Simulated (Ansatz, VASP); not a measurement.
One calculation of MgO, two programs

File INCAR:

```
SYSTEM = MgO
  ALGO = Normal
  EDIFF = 1E-6
  ENCUT = 520
  GGA = PE
  ISIF = 2
  ISMEAR = 0
  LASPH = .True.
  LCHARG = .False.
  LREAL = .False.
  LWAVE = .False.
  NBANDS = 26
  NELM = 60
  PREC = Accurate
  SIGMA = 0.05
```

The input KPOINTS:

```
k-points
0
Gamma
  9 9 2
  0 0 0
```

File POSCAR:

```
MgO
1.0
    3.2805263433      0.0000000000      0.0000000000
   -1.6402631717      2.8410191511      0.0000000000
    0.0000000000      0.0000000000     10.5138967343
Mg O
4 4
Direct
    0.3323339436      0.6646678872      0.9694906392
    0.0000223525      0.0000447051      0.2208211786
   -0.0037615231     -0.0075230462      0.7208211786
    0.6663996598      0.3327993196      0.4694906392
    0.3391411083      0.6782822167      0.7800420079
    0.0005881109      0.0011762217      0.5296443544
    0.0013118890      0.0026237780      0.0296443544
    0.6665631365      0.3331262729      0.2800420079
```

Input for Ansatz:

```yaml
crystal:
  lattice:
    - [3.2805263433, 0.0, 0.0]
    - [-1.6402631717, 2.8410191511, 0.0]
    - [0.0, 0.0, 10.5138967343]
  atoms:
    - { symbol: Mg, position: [0.3323339436, 0.6646678872, 0.9694906392] }
    - { symbol: Mg, position: [2.23525e-05, 4.47051e-05, 0.2208211786] }
    - { symbol: Mg, position: [-0.0037615231, -0.0075230462, 0.7208211786] }
    - { symbol: Mg, position: [0.6663996598, 0.3327993196, 0.4694906392] }
    - { symbol: O, position: [0.3391411083, 0.6782822167, 0.7800420079] }
    - { symbol: O, position: [0.0005881109, 0.0011762217, 0.5296443544] }
    - { symbol: O, position: [0.001311889, 0.002623778, 0.0296443544] }
    - { symbol: O, position: [0.6665631365, 0.3331262729, 0.2800420079] }
basis:
  ecutwfc: 520.0
kpoints:
  mp_grid: { grid: [9, 9, 2] }
hamiltonian:
  xc: pbe
  pseudopotentials: { kind: paw, azcp: { folder: soft_1 } }
scf:
  occupations: { method: gaussian, width: 0.05 }
output:
  forces: true
  stress: true
  eigenvalues: true
  write_density: true
  write_potential: true
  elf: true
  volumetric_format: npy
```

Change from the starting cell: mode 20 frozen in at +0.033 Å, equal normal strain along x, y and z +0.0000.

Alike in both runs: task single point; functional PBE; k mesh 9 × 9 × 2; occupations gaussian, width 0.05 eV; no spin polarisation.

```csv
,VASP,Ansatz
version,VASP 6.6.1,Ansatz 0.2.0
potentials or method,"VASP PAW PBE potentials, release 64 (Mg, O), cutoff 520 eV","scalar-relativistic, plane waves, PAW"
valence electrons in the cell,32,64
```

|  | VASP | Ansatz | Ansatz less VASP |
| --- | --- | --- | --- |
| gap on the k mesh at the Fermi level (eV) | 3.44 | 3.46 | +0.019 |
| least direct gap on the mesh (eV) | 3.44 | 3.46 | +0.019 |
| pressure (GPa) | -0.4 | 0.1 | +0.43 |
| traceless stress, the component that is largest in VASP (GPa) | 0.50 | 0.50 | 0.000 |
| rms of the force components (eV/Å) | 0.127 | 0.126 | -0.0014 |

Atom by atom the forces differ by 0.002 eV/Å (rms over components). The functional is the same, so the differences come from potentials, cutoffs and numerics. VASP's potentials hold 32 valence electrons a cell and Ansatz's 64, so a difference there can come from the potentials and not from the codes.
